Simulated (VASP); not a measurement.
# Co (P-3m1) in VASP: further runs

Co is run at these levels: PBEsol; tasks: single point.

Program: VASP 6.6.1. These are calculated values, not measurements. Logs are shortened: lines on timing, memory, paths and dates and some standing lists are left out, and cuts for length are marked.

## 1. The cell of the first run

Symmetry: P-3m1, No. 164, trigonal system. The conventional cell has a = 2.487 Å, b = 2.487 Å, c = 4.063 Å, α = 90.00°, β = 90.00°, γ = 120.00°. Within 3.2 Å of Co (site symmetry 3m) lie 12 Co at 2.42 to 2.55 Å.

## 2. Single point, PBEsol, collinear spin, ferromagnetic start

INCAR

```
SYSTEM = Co
PREC     = Accurate       ! precision mode
ENCUT    = 520            ! plane-wave cutoff, eV
EDIFF    = 1E-7           ! SCF threshold, eV
ISMEAR   = -1             ! smearing method
SIGMA    = 0.05           ! smearing width, eV
LREAL    = .FALSE.        ! projectors in reciprocal space
LASPH    = .TRUE.         ! aspherical terms in the spheres
NELM     = 150            ! most SCF steps
ALGO     = Fast           ! electronic algorithm
ISIF     = 2              ! what is computed and relaxed
LWAVE    = .FALSE.        ! write WAVECAR
LCHARG   = .FALSE.        ! write CHGCAR
ISPIN    = 2              ! spin polarisation
MAGMOM   = 2 2            ! initial moments
LORBIT   = 11             ! projections on sites
LMAXMIX  = 4              ! l up to which the mixer works
GGA      = PS             ! functional
NBANDS   = 20             ! bands
```

KPOINTS

```
regular mesh
0
G
  12 12 7
  0 0 0
```

POSCAR

```
Co
1.0
    2.4873648738      0.0000000000      0.0000000000
   -1.2436824369      2.1541211692      0.0000000000
    0.0000000000      0.0000000000      4.0632895034
Co
2
Direct
    0.3333333333      0.6666666667      0.7401390000
    0.6666666667      0.3333333333      0.2598610000
```

Potentials or basis: VASP PAW PBE potentials, release 64 (Co).

On the command line:

```sh
cat potpaw_PBE.64/Co/POTCAR > POTCAR
mpirun -np 1 vasp_std > vasp.out
```

OUTCAR:

```text
SYSTEM = Co
   PREC = Accurate
   ENCUT = 520
   EDIFF = 1E-7
   ISMEAR = -1
   LREAL = .FALSE.
   LASPH = .TRUE.
   NELM = 150
   ISIF = 2
   ISPIN = 2
   LORBIT = 11
   GGA = PS

 ion  position               nearest neighbor table
   1  0.333  0.667  0.740-   2 2.42   2 2.42   2 2.42   2 2.55   2 2.55   2 2.55
   2  0.667  0.333  0.260-   1 2.42   1 2.42   1 2.42   1 2.55   1 2.55   1 2.55

  LATTYP: Found a hexagonal cell.
 ALAT       =     2.4873648738
 C/A-ratio  =     1.6335719565

  Lattice vectors:

 A1 = (   2.4873648738,   0.0000000000,   0.0000000000)
 A2 = (  -1.2436824369,   2.1541211692,   0.0000000000)
 A3 = (   0.0000000000,   0.0000000000,   4.0632895034)

Analysis of symmetry for initial positions (statically):
=====================================================================
 Subroutine PRICEL returns:
 Original cell was already a primitive cell.

 Routine SETGRP: Setting up the symmetry group for a
 hexagonal supercell.

 Subroutine GETGRP returns: Found 12 space group operations
 (whereof 12 operations were pure point group operations)
 out of a pool of 24 trial point group operations.

The static configuration has the point symmetry D_3d.

Analysis of symmetry for dynamics (positions and initial velocities):
=====================================================================
 Subroutine PRICEL returns:
 Original cell was already a primitive cell.

 Routine SETGRP: Setting up the symmetry group for a
 hexagonal supercell.

 Subroutine GETGRP returns: Found 12 space group operations
 (whereof 12 operations were pure point group operations)
 out of a pool of 24 trial point group operations.

The dynamic configuration has the point symmetry D_3d.

Analysis of structural, dynamic, and magnetic symmetry:
=====================================================================
 Subroutine PRICEL returns:
 Original cell was already a primitive cell.

 Routine SETGRP: Setting up the symmetry group for a
 hexagonal supercell.

 Subroutine GETGRP returns: Found 12 space group operations
 (whereof 12 operations were pure point group operations)
 out of a pool of 24 trial point group operations.

The overall configuration has the point symmetry D_3d.

 Subroutine INISYM returns: Found 12 space group operations
 (whereof 12 operations are pure point group operations),
 and found     1 'primitive' translations

----------------------------------------------------------------------------------------

                                     Primitive cell

  volume of cell :      21.7715

  direct lattice vectors                    reciprocal lattice vectors
     2.487364874  0.000000000  0.000000000     0.402031889  0.232113220  0.000000000
    -1.243682437  2.154121169  0.000000000     0.000000000  0.464226439  0.000000000
     0.000000000  0.000000000  4.063289503     0.000000000  0.000000000  0.246106018

  length of vectors
     2.487364874  2.487364874  4.063289503     0.464226439  0.464226439  0.246106018

  position of ions in fractional coordinates (direct lattice)
     0.333333333  0.666666667  0.740139000
     0.666666667  0.333333333  0.259861000

  ion indices of the primitive-cell ions
   primitive index   ion index
                 1           1
                 2           2

----------------------------------------------------------------------------------------

 KPOINTS: regular mesh

Automatic generation of k-mesh.
 Grid dimensions read from file:
 generate k-points for:   12   12    7

 Generating k-lattice:

  Cartesian coordinates                     Fractional coordinates (reciprocal lattice)
     0.033502657  0.019342768  0.000000000     0.083333333  0.000000000  0.000000000
     0.000000000  0.038685537  0.000000000     0.000000000  0.083333333  0.000000000
     0.000000000  0.000000000  0.035158003     0.000000000  0.000000000  0.142857143

  Length of vectors
     0.038685537  0.038685537  0.035158003

  Shift w.r.t. Gamma in fractional coordinates (k-lattice)
     0.000000000  0.000000000  0.000000000

 Subroutine IBZKPT returns following result:
 ===========================================

 Found    112 irreducible k-points:

 Following reciprocal coordinates:
            Coordinates               Weight
  0.000000  0.000000  0.000000      1.000000
  0.083333  0.000000  0.000000      6.000000
  0.166667  0.000000  0.000000      6.000000
  0.250000  0.000000  0.000000      6.000000
  0.333333  0.000000  0.000000      6.000000
  0.416667  0.000000  0.000000      6.000000
[... 16 lines left out ...]
  0.166667  0.000000  0.142857      6.000000
  0.000000  0.166667  0.142857      6.000000
 [... further k-points ...]
   k-points           NKPTS =    112   k-points in BZ     NKDIM =    112   number of bands    NBANDS=     20
   number of dos      NEDOS =    301   number of ions     NIONS =      2
   total plane-waves  NPLWV =   9720
   dimension x,y,z NGX =    18 NGY =   18 NGZ =   30
   dimension x,y,z NGXF=    36 NGYF=   36 NGZF=   60
   ions per type =               2
   NGX,Y,Z   is equivalent  to a cutoff of  12.03, 12.03, 12.27 a.u.
   NGXF,Y,Z  is equivalent  to a cutoff of  24.06, 24.06, 24.55 a.u.
 SYSTEM =  Co
   PREC   = accura    normal or accurate (medium, high low for compatibility)
   ISTART =      0    job   : 0-new  1-cont  2-samecut
   ICHARG =      2    charge: 1-file 2-atom 10-const
   ISPIN  =      2    spin polarized calculation?
   LNONCOLLINEAR =      F non collinear calculations
   LSORBIT =      F    spin-orbit coupling
   LASPH  =      T    aspherical Exc in radial PAW
   ENCUT  =  520.0 eV  38.22 Ry    6.18 a.u.   4.62  4.62  7.56*2*pi/ulx,y,z
   NELM   =    150;   NELMIN=  2; NELMDL= -5     # of ELM steps
   EDIFF  = 0.1E-06   stopping-criterion for ELM
   LREAL  =      F    real-space projection
   EDIFFG = 0.1E-05   stopping-criterion for IOM
   NSW    =      0    number of steps for IOM
   IBRION =     -1    ionic relax: 0-MD 1-quasi-New 2-CG
   NFREE  =      0    steps in history (QN), initial steepest desc. (CG)
   ISIF   =      2    stress and relaxation
   ISYM   =      2    0-nonsym 1-usesym 2-fastsym
   POTIM  = 0.5000    time-step for ionic-motion
   TEBEG  =    0.0;   TEEND  =   0.0 temperature during run
   PSTRESS=    0.0 pullay stress
   NELECT =      18.0000    total number of electrons
   NUPDOWN=      -1.0000    fix difference up-down
   EMIN   =  10.00;   EMAX   =-10.00  energy-range for DOS
   EFERMI =   0.00;   METHOD = LEGACY
   ISMEAR =    -1;   SIGMA  =   0.05  broadening in eV -4-tet -1-fermi 0-gaus
   EFERMI_NEDOS =   21; number of points for ismear=-14 and -15
   IALGO  =     68    algorithm
   IMIX   =      4    mixing-type and parameters
     AMIX     =   0.40;   BMIX     =  1.00
     AMIX_MAG =   1.60;   BMIX_MAG =  1.00
  volume/ion in A,a.u.               =      10.89        73.46
  Fermi-wavevector in a.u.,A,eV,Ry     =   1.536514  2.903591 32.121660  2.360875
  Thomas-Fermi vector in A             =   2.643152
   LORBIT       =     11    0 simple, 1 ext, 2 COOP (PROOUT), +10 PAW based schemes
   GGA     = PS    functional components
   LHFCALC =     F    Hartree Fock is set to
   AEXX    =    0.0000 exact exchange contribution
   IVDW    =     0    specifies the selected vdW correction
   LEPSILON=     F    determine dielectric tensor
   LRPA    =     F    only Hartree local field effects (RPA)
 spin polarized calculation
 RMM-DIIS sequential band-by-band and
  energy-cutoff  :      520.00
  volume of cell :       21.77
 maximum number of plane-waves:       600
   NGX =  9   NGY =  9   NGZ = 15

 number of electron      17.9999996 magnetization       3.2481374

 Free energy of the ion-electron system (eV)
  ---------------------------------------------------
  ext. energy  EPLUGINS =         0.00000000
  ---------------------------------------------------
  free energy    TOTEN  =       -15.41721557 eV

  energy without entropy =      -15.40186659  energy(sigma->0) =      -15.40954108

 E-fermi :  10.0440     XC(G=0): -13.5549

 val. band max:       10.0415612423   @ k =  -0.0833   0.3333   0.4286
 cond. band min:      10.0514151654   @ k =   0.0000   0.0000   0.1429
 fundamental gap:      0.0098539231
 Fermi energy:        10.0439703537

 spin component 1

 k-point     1 :       0.0000    0.0000    0.0000
  band No.  band energies     occupation
      1       1.0689      1.00000
      2       4.8609      1.00000
      3       7.3771      1.00000
      4       7.4365      1.00000
      5       7.4365      1.00000
      6       7.7305      1.00000
[... 12 lines left out ...]
     19      35.9989      0.00000
     20      35.9989      0.00000

 k-point     2 :       0.0833    0.0000    0.0000
  band No.  band energies     occupation
      1       1.3133      1.00000
      2       5.0099      1.00000
      3       7.1845      1.00000
      4       7.5496      1.00000
      5       7.5884      1.00000
      6       7.6795      1.00000
[... 498 lines left out ...]
 k-point    24 :       0.0000    0.1667    0.1429
  band No.  band energies     occupation
      1       2.2069      1.00000
      2       5.3759      1.00000
      3       6.9079      1.00000
      4       7.1083      1.00000
      5       7.3901      1.00000
      6       7.7427      1.00000
[... 12 lines left out ...]
     19      36.4302      0.00000
     20      37.4393      0.00000

 [... further k-points ...]

 spin component 2

 k-point     1 :       0.0000    0.0000    0.0000
  band No.  band energies     occupation
      1       1.1327      1.00000
      2       5.8187      1.00000
      3       8.9678      1.00000
      4       9.0732      1.00000
      5       9.0732      1.00000
      6       9.3888      1.00000
[... 12 lines left out ...]
     19      36.3450      0.00000
     20      36.3450      0.00000

 k-point     2 :       0.0833    0.0000    0.0000
  band No.  band energies     occupation
      1       1.3780      1.00000
      2       5.9877      1.00000
      3       8.7473      1.00000
      4       9.1518      1.00000
      5       9.1980      1.00000
      6       9.2550      1.00000
[... 498 lines left out ...]
 k-point    24 :       0.0000    0.1667    0.1429
  band No.  band energies     occupation
      1       2.2822      1.00000
      2       6.3112      1.00000
      3       8.1200      1.00000
      4       8.4837      1.00000
      5       8.9829      1.00000
      6       9.3968      1.00000
[... 12 lines left out ...]
     19      36.6783      0.00000
     20      37.7411      0.00000

 [... further k-points ...]
[... 5 lines left out ...]
  --------------------------------------------------------------------------------------
  -------------------------------------------------------------------------------------
  Total       -1.2217030     -1.2217030     -1.6159702      0.0000000      0.0000000      0.0000000
  in kB      -89.9060323    -89.9060323   -118.9204456      0.0000000      0.0000000      0.0000000
  external PRESSURE =     -99.5775034 kB  Pullay stress =       0.0000000 kB

 VOLUME and BASIS-vectors are now :
 -----------------------------------------------------------------------------
  energy-cutoff  :      520.00
  volume of cell :       21.77
      direct lattice vectors                 reciprocal lattice vectors
     2.487364874  0.000000000  0.000000000     0.402031889  0.232113220  0.000000000
    -1.243682437  2.154121169  0.000000000     0.000000000  0.464226439  0.000000000
     0.000000000  0.000000000  4.063289503     0.000000000  0.000000000  0.246106018

 POSITION                                       TOTAL-FORCE (eV/Angst)
 -----------------------------------------------------------------------------------
     -0.00000      1.43608      3.00740         0.000000      0.000000      0.429652
      1.24368      0.71804      1.05589        -0.000000     -0.000000     -0.429652
 -----------------------------------------------------------------------------------
    total drift:                                0.000000     -0.000000     -0.000000

  FREE ENERGIE OF THE ION-ELECTRON SYSTEM (eV)
  ---------------------------------------------------
  free  energy   TOTEN  =       -15.4172155712 eV

  energy  without entropy=      -15.4018665885  energy(sigma->0) =      -15.40954108

 total charge

# of ion       s       p       d       tot
------------------------------------------
    1        0.490   0.524   7.257   8.271
    2        0.490   0.524   7.257   8.271
--------------------------------------------------
tot          0.979   1.049  14.514  16.542

 magnetization (x)

# of ion       s       p       d       tot
------------------------------------------
    1       -0.014  -0.050   1.702   1.638
    2       -0.014  -0.050   1.702   1.638
--------------------------------------------------
tot         -0.028  -0.100   3.405   3.277
```

Wall time 49 s (1 thread of Intel Xeon 6975P-C (Granite Rapids), shared host); peak memory 0.18 GiB.

Results:

```
Free energy                                           : -15.4172 eV
Pressure                                              : -10.0 GPa
Largest force                                         : 0.430 eV/Å
Net moment                                            : 3.25 μB per cell
Site moments                                          : Co +1.64 μB
Valence electrons inside the program's atomic spheres : Co 8.27
```

Forces on the atoms (eV/Å):
```
Co   0.000  0.000  0.430
Co   0.000  0.000 -0.430
```

Caveat: the PAW data sets were made with another functional, which shifts forces and pressure a little.

## 3. Single point, PBEsol, collinear spin, ferromagnetic start

INCAR

```
PREC = Accurate
ENCUT = 520
EDIFF = 1E-6
ISMEAR = -1
SIGMA = 0.05
LREAL = F
LASPH = T
NELM = 150
ALGO = Normal
ISIF = 2
LWAVE = F
LCHARG = F
ISPIN = 2
MAGMOM = 2 2
LORBIT = 11
LMAXMIX = 4
GGA = PS
NBANDS = 20
```

KPOINTS

```
regular mesh
0
Gamma
  12 12 7
```

POSCAR is that of step 2.

Potentials or basis: VASP PAW PBE potentials, release 64 (Co).

On the command line:

```sh
cat potpaw_PBE.64/Co/POTCAR > POTCAR
mpirun -np 1 vasp_std > vasp.out
```

Wall time 36 s (1 thread of Intel Xeon 6975P-C (Granite Rapids), shared host); peak memory 0.18 GiB.

Results (log left out):

* Free energy: -15.4172 eV
* Pressure: -10.0 GPa
* Largest force: 0.429 eV/Å
* Net moment: 3.25 μB per cell
* Site moments: Co +1.64 μB
* Valence electrons inside the program's atomic spheres: Co 8.27

Forces on the atoms (eV/Å):
```
Co   0.000  0.000  0.429
Co   0.000  0.000 -0.429
```

Stress tensor (GPa, compression positive):
```
 -9.05   0.00   0.00
  0.00  -9.05   0.00
  0.00   0.00 -11.95
```

Levels at points of the mesh, in eV from the Fermi level:
Spin up:
| k point | band 7 | band 8 | band 9 | band 10 | band 11 | band 12 | band 13 | band 14 | band 15 | band 16 |
| --- | --- | --- | --- | --- | --- | --- | --- | --- | --- | --- |
| (0.00, 0.00, 0.00) | -2.31 | -1.89 | -1.89 | -0.83 | -0.83 | -0.23 | 6.09 | 21.99 | 24.61 | 24.61 |
| (0.50, 0.00, 0.00) | -2.21 | -0.68 | -0.66 | -0.50 | 1.28 | 3.29 | 9.38 | 10.34 | 12.49 | 13.86 |
Spin down:
```tsv
k point	band 4	band 5	band 6	band 7	band 8	band 9	band 10	band 11
(0.00, 0.00, 0.00)	-0.97	-0.97	-0.66	-0.66	-0.19	-0.11	-0.11	1.04
(0.50, 0.00, 0.00)	-1.80	-1.10	-1.06	-0.65	1.19	1.28	1.35	2.53
```

Caveat: the PAW data sets were made with another functional, which shifts forces and pressure a little.
